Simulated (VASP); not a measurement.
# PbSe (Pm-3m) in VASP: notebook, part 3 of 3

VASP 6.6.1.

### 5 Single point, r2SCAN

Contents of POSCAR:

```
PbSe
1.0
    3.7843220000      0.0000000000      0.0000000000
    0.0000000000      3.7843220000      0.0000000000
    0.0000000000      0.0000000000      3.7843220000
Pb Se
1 1
Direct
    0.0000000000      0.0000000000      0.0000000000
    0.5000000000      0.5000000000      0.5000000000
```

Contents of INCAR.step1:

```
PREC = Accurate ; ENCUT = 550
ISMEAR = -1 ; SIGMA = 0.05
LREAL = F ; LASPH = T
NELM = 120 ; NBANDS = 17
GGA = PE ; ALGO = Normal
EDIFF = 1E-5 ; LWAVE = T
LCHARG = F ; GGA_COMPAT = F
```

Contents of INCAR.step2:

```
PREC = Accurate ; ENCUT = 550
EDIFF = 1E-6 ; ISMEAR = -1
SIGMA = 0.05 ; LREAL = F
LASPH = T ; NELM = 120
ALGO = Normal ; ISIF = 2
LWAVE = F ; LCHARG = T
METAGGA = R2SCAN ; LMIXTAU = T
LELF = T ; LVHAR = T
NBANDS = 17 ; ISTART = 1
GGA_COMPAT = F
```

Contents of KPOINTS:

```
Automatic mesh
0
Gamma
  6 6 6
```

Potentials or basis: VASP PAW PBE potentials, release 64 (Pb_d, Se).

Started as:

```bash
$ cat potpaw_PBE.64/Pb_d/POTCAR potpaw_PBE.64/Se/POTCAR > POTCAR
$ cp INCAR.step1 INCAR
$ mpirun -np 1 vasp_std > vasp.out
$ cp INCAR.step2 INCAR
$ mpirun -np 1 vasp_std > vasp.out
```

OUTCAR:

```text
PREC = Accurate
   ENCUT = 550
   EDIFF = 1E-6
   ISMEAR = -1
   LREAL = F
   LASPH = T
   NELM = 120
   ISIF = 2
   METAGGA = R2SCAN
   ISTART = 1

 ion  position               nearest neighbor table
   1  0.000  0.000  0.000-   2 3.28   2 3.28   2 3.28   2 3.28   2 3.28   2 3.28   2 3.28   2 3.28

   2  0.500  0.500  0.500-   1 3.28   1 3.28   1 3.28   1 3.28   1 3.28   1 3.28   1 3.28   1 3.28

  LATTYP: Found a simple cubic cell.
 ALAT       =     3.7843220000

  Lattice vectors:

 A1 = (   3.7843220000,   0.0000000000,   0.0000000000)
 A2 = (   0.0000000000,   3.7843220000,   0.0000000000)
 A3 = (   0.0000000000,   0.0000000000,   3.7843220000)

Analysis of symmetry for initial positions (statically):
=====================================================================
 Subroutine PRICEL returns:
 Original cell was already a primitive cell.

 Routine SETGRP: Setting up the symmetry group for a
 simple cubic supercell.

 Subroutine GETGRP returns: Found 48 space group operations
 (whereof 48 operations were pure point group operations)
 out of a pool of 48 trial point group operations.

The static configuration has the point symmetry O_h .

Analysis of symmetry for dynamics (positions and initial velocities):
=====================================================================
 Subroutine PRICEL returns:
 Original cell was already a primitive cell.

 Routine SETGRP: Setting up the symmetry group for a
 simple cubic supercell.

 Subroutine GETGRP returns: Found 48 space group operations
 (whereof 48 operations were pure point group operations)
 out of a pool of 48 trial point group operations.

The dynamic configuration has the point symmetry O_h .

 Subroutine INISYM returns: Found 48 space group operations
 (whereof 48 operations are pure point group operations),
 and found     1 'primitive' translations

----------------------------------------------------------------------------------------

                                     Primitive cell

  volume of cell :      54.1956

  direct lattice vectors                    reciprocal lattice vectors
     3.784322000  0.000000000  0.000000000     0.264248127  0.000000000  0.000000000
     0.000000000  3.784322000  0.000000000     0.000000000  0.264248127  0.000000000
     0.000000000  0.000000000  3.784322000     0.000000000  0.000000000  0.264248127

  length of vectors
     3.784322000  3.784322000  3.784322000     0.264248127  0.264248127  0.264248127

  position of ions in fractional coordinates (direct lattice)
     0.000000000  0.000000000  0.000000000
     0.500000000  0.500000000  0.500000000

  ion indices of the primitive-cell ions
   primitive index   ion index
                 1           1
                 2           2

----------------------------------------------------------------------------------------

 KPOINTS: Automatic mesh

Automatic generation of k-mesh.
 Grid dimensions read from file:
 generate k-points for:    6    6    6

 Generating k-lattice:

  Cartesian coordinates                     Fractional coordinates (reciprocal lattice)
     0.044041354  0.000000000  0.000000000     0.166666667  0.000000000  0.000000000
     0.000000000  0.044041354  0.000000000     0.000000000  0.166666667  0.000000000
     0.000000000  0.000000000  0.044041354     0.000000000  0.000000000  0.166666667

  Length of vectors
     0.044041354  0.044041354  0.044041354

  Shift w.r.t. Gamma in fractional coordinates (k-lattice)
     0.000000000  0.000000000  0.000000000

 Subroutine IBZKPT returns following result:
 ===========================================

 Found     20 irreducible k-points:

 Following reciprocal coordinates:
            Coordinates               Weight
  0.000000  0.000000  0.000000      1.000000
  0.166667  0.000000  0.000000      6.000000
  0.333333  0.000000  0.000000      6.000000
  0.500000  0.000000  0.000000      3.000000
  0.166667  0.166667  0.000000     12.000000
  0.333333  0.166667  0.000000     24.000000
[... 12 lines left out ...]
  0.500000  0.500000  0.333333      6.000000
  0.500000  0.500000  0.500000      1.000000
   k-points           NKPTS =     20   k-points in BZ     NKDIM =     20   number of bands    NBANDS=     17
   number of dos      NEDOS =    301   number of ions     NIONS =      2
   total plane-waves  NPLWV =  27000
   dimension x,y,z NGX =    30 NGY =   30 NGZ =   30
   dimension x,y,z NGXF=    60 NGYF=   60 NGZF=   60
   ions per type =               1   1
   NGX,Y,Z   is equivalent  to a cutoff of  13.18, 13.18, 13.18 a.u.
   NGXF,Y,Z  is equivalent  to a cutoff of  26.36, 26.36, 26.36 a.u.
 SYSTEM =  unknown system
   PREC   = accura    normal or accurate (medium, high low for compatibility)
   ISTART =      1    job   : 0-new  1-cont  2-samecut
   ICHARG =      0    charge: 1-file 2-atom 10-const
   ISPIN  =      1    spin polarized calculation?
   LNONCOLLINEAR =      F non collinear calculations
   LSORBIT =      F    spin-orbit coupling
   LASPH  =      T    aspherical Exc in radial PAW
   ENCUT  =  550.0 eV  40.42 Ry    6.36 a.u.   7.24  7.24  7.24*2*pi/ulx,y,z
   NELM   =    120;   NELMIN=  2; NELMDL=  0     # of ELM steps
   EDIFF  = 0.1E-05   stopping-criterion for ELM
   LREAL  =      F    real-space projection
[... 7 lines left out ...]
   TEBEG  =    0.0;   TEEND  =   0.0 temperature during run
   PSTRESS=    0.0 pullay stress
   NELECT =      20.0000    total number of electrons
   NUPDOWN=      -1.0000    fix difference up-down
   EMIN   =  10.00;   EMAX   =-10.00  energy-range for DOS
   EFERMI =   0.00;   METHOD = LEGACY
   ISMEAR =    -1;   SIGMA  =   0.05  broadening in eV -4-tet -1-fermi 0-gaus
   EFERMI_NEDOS =   21; number of points for ismear=-14 and -15
   IALGO  =     38    algorithm
   IMIX   =      4    mixing-type and parameters
     AMIX     =   0.40;   BMIX     =  1.00
     AMIX_MAG =   1.60;   BMIX_MAG =  1.00
  volume/ion in A,a.u.               =      27.10       182.87
  Fermi-wavevector in a.u.,A,eV,Ry     =   1.174258  2.219025 18.760817  1.378881
  Thomas-Fermi vector in A             =   2.310658
   LORBIT       =      0    0 simple, 1 ext, 2 COOP (PROOUT), +10 PAW based schemes
   METAGGA = R2SCAN    functional components
   LHFCALC =     F    Hartree Fock is set to
   AEXX    =    0.0000 exact exchange contribution
   IVDW    =     0    specifies the selected vdW correction
   LEPSILON=     F    determine dielectric tensor
   LRPA    =     F    only Hartree local field effects (RPA)
 non-spin polarized calculation
  energy-cutoff  :      550.00
  volume of cell :       54.20
 maximum number of plane-waves:      1622
 NGX is ok and might be reduce to    30
   NGX = 15   NGY = 15   NGZ = 15

 number of electron      20.0000001 magnetization

 Free energy of the ion-electron system (eV)
  ---------------------------------------------------
  ext. energy  EPLUGINS =         0.00000000
  ---------------------------------------------------
  free energy    TOTEN  =       -71.40872385 eV

  energy without entropy =      -71.40467234  energy(sigma->0) =      -71.40669810

 E-fermi :   5.3050     XC(G=0): -10.4500

 val. band max:        5.2854616797   @ k =   0.1667   0.1667   0.1667
 cond. band min:       5.4642346933   @ k =   0.5000   0.3333   0.3333
 fundamental gap:      0.1787730136
 Fermi energy:         5.3050107465

 k-point     1 :       0.0000    0.0000    0.0000
  band No.  band energies     occupation
      1     -12.4742      2.00000
      2     -12.4742      2.00000
      3     -12.3217      2.00000
      4     -12.3217      2.00000
      5     -12.3217      2.00000
      6      -8.4830      2.00000
[... 9 lines left out ...]
     16      17.3550      0.00000
     17      18.5614      0.00000

 k-point     2 :       0.1667    0.0000    0.0000
  band No.  band energies     occupation
      1     -12.4726      2.00000
      2     -12.4456      2.00000
      3     -12.3324      2.00000
      4     -12.3324      2.00000
      5     -12.3208      2.00000
      6      -8.2749      2.00000
[... 9 lines left out ...]
     16      17.5551      0.00000
     17      18.0326      0.00000
[... 341 lines left out ...]
 k-point    20 :       0.5000    0.5000    0.5000
  band No.  band energies     occupation
      1     -12.4119      2.00000
      2     -12.4119      2.00000
      3     -12.4119      2.00000
      4     -12.2858      2.00000
      5     -12.2858      2.00000
      6      -6.4677      2.00000
[... 9 lines left out ...]
     16      20.0285      0.00000
     17      23.1512      0.00000

------------------------ aborting loop because EDIFF is reached ----------------------------------------

  FORCE on cell =-STRESS in cart. coord.  units (eV):
  Direction    XX          YY          ZZ          XY          YZ          ZX
  --------------------------------------------------------------------------------------
  -------------------------------------------------------------------------------------
  Total       -0.2228422     -0.2228422     -0.2228422      0.0000000      0.0000000      0.0000000
  in kB       -6.5878504     -6.5878504     -6.5878504      0.0000000      0.0000000      0.0000000
  external PRESSURE =      -6.5878504 kB  Pullay stress =       0.0000000 kB

 VOLUME and BASIS-vectors are now :
 -----------------------------------------------------------------------------
  energy-cutoff  :      550.00
  volume of cell :       54.20
      direct lattice vectors                 reciprocal lattice vectors
     3.784322000  0.000000000  0.000000000     0.264248127  0.000000000  0.000000000
     0.000000000  3.784322000  0.000000000     0.000000000  0.264248127  0.000000000
     0.000000000  0.000000000  3.784322000     0.000000000  0.000000000  0.264248127

 POSITION                                       TOTAL-FORCE (eV/Angst)
 -----------------------------------------------------------------------------------
      0.00000      0.00000      0.00000         0.000000      0.000000      0.000000
      1.89216      1.89216      1.89216         0.000000      0.000000      0.000000
 -----------------------------------------------------------------------------------
    total drift:                                0.000000     -0.000000     -0.000000

  FREE ENERGIE OF THE ION-ELECTRON SYSTEM (eV)
  ---------------------------------------------------
  free  energy   TOTEN  =       -71.4087238539 eV

  energy  without entropy=      -71.4046723408  energy(sigma->0) =      -71.40669810
```

OUTCAR.step1:

```text
PREC = Accurate
   ENCUT = 550
   ISMEAR = -1
   LREAL = F
   LASPH = T
   NELM = 120
[... 613 lines left out ...]
 -----------------------------------------------------------------------------------
      0.00000      0.00000      0.00000         0.000000      0.000000      0.000000
      1.89216      1.89216      1.89216         0.000000      0.000000      0.000000
 -----------------------------------------------------------------------------------
    total drift:                                0.000000     -0.000000     -0.000000

  FREE ENERGIE OF THE ION-ELECTRON SYSTEM (eV)
  ---------------------------------------------------
  free  energy   TOTEN  =        -7.7125713532 eV

  energy  without entropy=       -7.7034844705  energy(sigma->0) =       -7.70802791
```

Run time: 44 s. Hardware: 1 thread of Intel Xeon 6975P-C (Granite Rapids), shared host; peak memory 0.18 GiB.

What came out:

- Free energy: -71.4087 eV
- Pressure: -0.7 GPa
- Band gap on the k mesh: zero (bands 10 and 11 overlap by 0.50 eV)

Caveat: semilocal functionals underestimate gaps, so a narrow gap can read as zero; the PAW data sets were made with another functional, which shifts forces and pressure a little; spin-orbit coupling is left out, which moves the levels of the heavy elements.

### 6 Overview

| k mesh | gap on the mesh (eV) | pressure (GPa) |
| --- | --- | --- |
| 2 × 2 × 2 | none | 1.9 |
| 3 × 3 × 3 | 1.76 | -1.0 |
| 5 × 5 × 5 | 0.48 | -0.6 |
| 6 × 6 × 6 | none | -0.7 |

Alike in all rows: task single point; level r2SCAN; potentials or basis VASP PAW PBE potentials, release 64 (Pb_d, Se); no spin polarisation; cell as given; cutoff (eV) 550; smearing fermi-dirac 0.05 eV.

Caveats: some runs use coarse meshes; the PAW data sets were made with another functional, which shifts forces and pressure a little; spin-orbit coupling is left out, which moves the levels of the heavy elements; semilocal functionals underestimate gaps, so a narrow gap can read as zero (at least some runs); an odd mesh through Γ misses points on the zone boundary, where band edges can lie (at least some runs).

Absolute energies hang on the potentials; compare differences alone.
